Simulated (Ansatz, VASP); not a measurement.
Pb in VASP and in Ansatz

```
Pb
1.0
     0.00000    2.46946    2.46946
     2.46946    0.00000    2.46946
     2.46946    2.46946    0.00000
Pb
1
Direct
  0.00000 0.00000 0.00000
```

Change from the starting cell: volume scaled by 0.9405, PAW files.

Alike in both runs: task electric field gradients; functional PBE; k mesh 13 × 13 × 13; occupations fermi-dirac, width 0.05 eV; no spin polarisation.

```csv
,VASP,Ansatz
version,VASP 6.6.1,Ansatz 0.2.0
potentials or method,"VASP PAW PBE potentials, release 64 (Pb_d)","PAW with Ansatz's default frozen-core files, scalar-relativistic"
plane-wave cutoff (eV),520,420
valence electrons in the cell,14,14
```

VASP gave:

* pressure (GPa): 2.7

Task: Which values does Ansatz return?

Result: Pressure (GPa): 2.8.

Spin-orbit coupling is off throughout.
